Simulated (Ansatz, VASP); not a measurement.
**Te: VASP beside Ansatz**

```xyz
2
Lattice="0.0000 3.6267 3.6267 3.6267 0.0000 3.6267 3.6267 3.6267 0.0000" Properties=species:S:1:pos:R:3 pbc="T T T"
Te   -0.9067   -0.9067   -0.9067
Te    0.9067    0.9067    0.9067
```

Alike in both runs: functional PBE; k mesh 11 × 11 × 11; occupations fermi-dirac, width 0.05 eV; no spin polarisation.

Ansatz relaxed the structure, and its values are those at the end. VASP's run is a single point on that final structure, the one shown.

|  | VASP | Ansatz |
| --- | --- | --- |
| version | VASP 6.6.1 | Ansatz 0.2.0 |
| potentials or method | VASP PAW PBE potentials, release 64 (Te), cutoff 520 eV | all-electron LAPW, non-relativistic |

```csv
,VASP,Ansatz,Ansatz less VASP
pressure (GPa),-0.7,0.0,+0.71
```

Ansatz ran all-electron here, and VASP with PAW potentials.

Spin-orbit coupling is off throughout.
